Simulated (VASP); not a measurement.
Wanted: the native input for a VASP 6.6.1 run.

* Task: single point
* Functional: PBE
* Potentials or basis: VASP PAW PBE potentials, release 64 (Mg)
* Cutoff: 520 eV
* k mesh: 10 × 10 × 5
* Occupations: fermi-dirac, width 0.05 eV
* Spin: collinear spin, antiferromagnetic start
* Starting moments: [0.375, -0.375] μB
* Fixed moment: 0 μB
* Dipole correction: no
* Further INCAR settings: ALGO = Normal; EDIFF = 1e-06; NBANDS = 13

The structure of Mg lies in POSCAR:

```
Mg
1.0
    3.1674266590      0.0000000000      0.0000000000
   -1.5837133295      2.7430719514      0.0000000000
    0.0000000000      0.0000000000      5.2967428970
Mg
2
Direct
    0.6666666667      0.3333333333      0.7500000000
    0.3333333333      0.6666666667      0.2500000000
```

These files were run (other wordings do the same):

INCAR

```
SYSTEM = Mg
ALGO = Normal
EDIFF = 1E-6
ENCUT = 520
GGA = PE
ISIF = 2
ISMEAR = -1
ISPIN = 2
LASPH = .True.
LCHARG = .False.
LORBIT = 11
LREAL = .False.
LWAVE = .False.
MAGMOM = 0.375 -0.375
NBANDS = 13
NELM = 150
NUPDOWN = 0.0
PREC = Accurate
SIGMA = 0.05
```

KPOINTS

```
k-points
0
Gamma
  10 10 5
  0 0 0
```

Potentials or basis: VASP PAW PBE potentials, release 64 (Mg).

Run with:

```sh
$ cat potpaw_PBE.64/Mg/POTCAR > POTCAR
$ mpirun -np 1 vasp_std > vasp.out
```

Results of the run:

```json
{"Pressure": "-0.1 GPa", "Net moment": "0.00 μB per cell", "Valence electrons inside the program's atomic spheres": "Mg 0.35"}
```

Caveat: the total moment is fixed, so each spin has its own Fermi level.

Run time: 21 s on 1 thread of Intel(R) Xeon(R) 6975P-C (Granite Rapids) (shared host), peak memory 0.18 GiB.
